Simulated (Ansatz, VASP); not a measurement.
## InP in VASP and in Ansatz

```
In P
1.0
     0.00000    2.91466    2.91466
     2.91466    0.00000    2.91466
     2.91466    2.91466    0.00000
In P
1 1
Direct
  0.00000 0.00000 0.00000
  0.25000 0.25000 0.25000
```

Change from the starting cell: volume scaled by 0.98, ions relaxed.

Alike in both runs: functional PBE; k mesh 13 × 13 × 13; occupations fermi-dirac, width 0.02 eV; no spin polarisation.

Ansatz relaxed the structure, and its values are those at the end. VASP's run is a single point on that final structure, the one shown.

|  | VASP | Ansatz |
| --- | --- | --- |
| version | VASP 6.6.1 | Ansatz 0.2.0 |
| potentials or method | VASP PAW PBE potentials, release 64 (In_d, P) | plane-wave PAW, scalar-relativistic |
| plane-wave cutoff (eV) | 520 | 420 |
| valence electrons in the cell | 18 | 18 |

|  | VASP | Ansatz | Ansatz less VASP |
| --- | --- | --- | --- |
| gap on the k mesh at the Fermi level (eV) | 0.80 | 0.80 | +0.003 |
| pressure (GPa) | 4.5 | 4.6 | +0.07 |

With one functional, cell and mesh, what is left measures potentials, basis and numerics. Ansatz's warnings: stress scf threshold loose.
